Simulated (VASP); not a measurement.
Set up this calculation in VASP 6.6.1, as the native input.

```yaml
Task: single point
Functional: r2SCAN
Potentials_or_basis: VASP PAW PBE potentials, release 64 (W_sv)
Cutoff: 520 eV
k_mesh: 24 × 24 × 24
Occupations: methfessel-paxton, width 0.1 eV
Spin: no spin polarisation
Dipole_correction: no
Further_INCAR_settings: ALGO = Normal; EDIFF = 1e-07; NBANDS = 13
```

W:

```
W
1.0
    -1.58447    1.58447    1.58447
     1.58447   -1.58447    1.58447
     1.58447    1.58447   -1.58447
W
1
Direct
  0.00000 0.00000 0.00000
```

These files were run (other wordings do the same):

POSCAR

```
W
1.0
   -1.5844673482      1.5844673482      1.5844673482
    1.5844673482     -1.5844673482      1.5844673482
    1.5844673482      1.5844673482     -1.5844673482
W
1
Direct
    0.0000000000      0.0000000000      0.0000000000
```

INCAR.step1

```
ALGO = Normal
EDIFF = 1E-4
ENCUT = 520
GGA = PE
ISMEAR = 1
LASPH = T
LCHARG = F
LREAL = F
LWAVE = T
NBANDS = 13
NELM = 80
PREC = Accurate
SIGMA = 0.1
```

INCAR.step2

```
ALGO = Normal
EDIFF = 1E-7
ENCUT = 520
ISIF = 2
ISMEAR = 1
ISTART = 1
LASPH = T
LCHARG = F
LMIXTAU = T
LREAL = F
LWAVE = F
METAGGA = R2SCAN
NBANDS = 13
NELM = 80
PREC = Accurate
SIGMA = 0.1
```

KPOINTS

```
k-points
0
Gamma
  24 24 24
```

Potentials or basis: VASP PAW PBE potentials, release 64 (W_sv).

Command:

```console
$ cat potpaw_PBE.64/W_sv/POTCAR > POTCAR
$ cp INCAR.step1 INCAR
$ mpirun -np 1 vasp_std > vasp.out
$ cp INCAR.step2 INCAR
$ mpirun -np 1 vasp_std > vasp.out
```

It gave:

```
Pressure               : 1.2 GPa
Band gap on the k mesh : zero (bands 7 and 8 overlap by 6.59 eV)
```

Caveat: the PAW data sets were made with another functional, which shifts forces and pressure a little; spin-orbit coupling is left out, which moves the levels of the heavy elements.

Run time: 3.4 min on 1 thread of Intel(R) Xeon(R) Platinum 8259CL CPU @ 2.50GHz (Skylake/Cascade Lake) (shared host), peak memory 0.19 GiB.
